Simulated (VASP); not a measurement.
Set up this calculation in VASP 6.6.1, as the native input.

- Task: single point
- Functional: PBE
- Potentials or basis: VASP PAW PBE potentials, release 64 (Ga_d, P)
- Cutoff: 520 eV
- k mesh: 3 × 3 × 3
- Occupations: gaussian, width 0.01 eV
- Spin: no spin polarisation
- Dipole correction: no
- Further INCAR settings: LREAL = Auto; ALGO = Normal; EDIFF = 1e-07; NBANDS = 86

The structure of GaP lies in POSCAR:

```
GaP
1.0
    0.0000000000      5.5051169776     -5.5051169776
    5.5051169776      5.5051169776      0.0000000000
    5.5051169776      0.0000000000     -5.5051169776
Ga P
8 8
Direct
    0.5000000000      0.5000000000      0.0000000000
    0.5000000000      0.0000000000      0.0000000000
    1.0000000000      0.5000000000      0.0000000000
    1.0000000000      0.0000000000      0.0000000000
    0.5000000000      0.5000000000      0.5000000000
    0.5000000000      0.0000000000      0.5000000000
    1.0000000000      0.5000000000      0.5000000000
    1.0000000000      0.0000000000      0.5000000000
    0.3750000000      0.3750000000      0.3750000000
    0.3750000000      0.8750000000      0.3750000000
    0.8750000000      0.3750000000      0.3750000000
    0.8750000000      0.8750000000      0.3750000000
    0.3750000000      0.3750000000      0.8750000000
    0.3750000000      0.8750000000      0.8750000000
    0.8750000000      0.3750000000      0.8750000000
    0.8750000000      0.8750000000      0.8750000000
```

The input as run:

INCAR

```
SYSTEM = GaP
ALGO = Normal
EDIFF = 1E-7
ENCUT = 520
GGA = PE
ISIF = 2
ISMEAR = 0
LASPH = .True.
LCHARG = .True.
LELF = .True.
LREAL = Auto
LVHAR = .True.
LWAVE = .False.
NBANDS = 86
NELM = 60
PREC = Accurate
SIGMA = 0.01
```

KPOINTS

```
k-points
0
Gamma
  3 3 3
  0 0 0
```

Potentials or basis: VASP PAW PBE potentials, release 64 (Ga_d, P).

The run is started by

```sh
$ cat potpaw_PBE.64/Ga_d/POTCAR potpaw_PBE.64/P/POTCAR > POTCAR
$ mpirun -np 1 vasp_std > vasp.out
```

Results of the run:

- Pressure: 0.1 GPa
- Band gap on the k mesh: 1.58 eV

Caveat: an odd mesh through Γ misses points on the zone boundary, where band edges can lie.

Run time: 5.3 min on 1 thread of AMD EPYC 9R45 (Zen 5), on a shared host, peak memory 0.45 GiB.
